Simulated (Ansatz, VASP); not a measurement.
# MoS2: VASP beside Ansatz

Contents of INCAR:

```
SYSTEM = MoS2
ALGO = Normal
EDIFF = 1E-7
ENCUT = 520
GGA = PS
ISIF = 2
ISMEAR = 0
LASPH = .TRUE.
LCHARG = .FALSE.
LREAL = .FALSE.
LWAVE = .FALSE.
NBANDS = 35
NELM = 60
PREC = Accurate
SIGMA = 0.02
```

KPOINTS

```
k-points
0
G
  12 12 2
  0 0 0
```

POSCAR

```
MoS2
1.0
    3.1413882571      0.0000000000      0.0000000000
   -1.5706941286      2.7205220338      0.0000000000
    0.0000000000      0.0000000000     13.3401940004
Mo S
2 4
Direct
    0.6666666667      0.3333333333      0.2500000000
    0.3333333333      0.6666666667      0.7500000000
    0.6666666667      0.3333333333      0.6330895797
    0.3333333333      0.6666666667      0.3669104203
    0.6666666667      0.3333333333      0.8669104203
    0.3333333333      0.6666666667      0.1330895797
```

Input for Ansatz:

```yaml
crystal:
  lattice:
    - [3.1413882571, 0.0, 0.0]
    - [-1.5706941286, 2.7205220338, 0.0]
    - [0.0, 0.0, 13.3401940004]
  atoms:
    - { symbol: Mo, position: [0.6666666667, 0.3333333333, 0.25] }
    - { symbol: Mo, position: [0.3333333333, 0.6666666667, 0.75] }
    - { symbol: S, position: [0.6666666667, 0.3333333333, 0.6330895797] }
    - { symbol: S, position: [0.3333333333, 0.6666666667, 0.3669104203] }
    - { symbol: S, position: [0.6666666667, 0.3333333333, 0.8669104203] }
    - { symbol: S, position: [0.3333333333, 0.6666666667, 0.1330895797] }
basis:
  ecutwfc: 420
kpoints:
  mp_grid: { grid: [12, 12, 2] }
  band_path: { path: [VBM, CBM], npoints: 2 }
hamiltonian:
  xc: pbesol
scf:
  occupations: { method: gaussian, width: 0.02 }
output:
  forces: true
  stress: true
  eigenvalues: true
checkpoint:
  read: start.run
  write: ck
  compress: false
  write_wavefunctions: false
  write_every: 100000
```

Alike in both runs: task single point; functional PBEsol; k mesh 12 × 12 × 2; occupations gaussian, width 0.02 eV; no spin polarisation.

```csv
,VASP,Ansatz
version,VASP 6.6.1,Ansatz 0.2.0
potentials or method,"VASP PAW PBE potentials, release 64 (Mo_sv, S), cutoff 520 eV","scalar-relativistic, plane waves, PAW"
valence electrons in the cell,52,52
```

|  | VASP | Ansatz | Ansatz less VASP |
| --- | --- | --- | --- |
| gap on the k mesh at the Fermi level (eV) | 1.29 | 1.28 | -0.012 |
| least direct gap on the mesh (eV) | 1.77 | 1.77 | -0.005 |
| pressure (GPa) | -0.3 | -0.2 | +0.02 |
| traceless stress, the component that is largest in VASP (GPa) | -0.27 | -0.25 | +0.024 |

VASP's potentials were made for PBE, not for PBEsol.
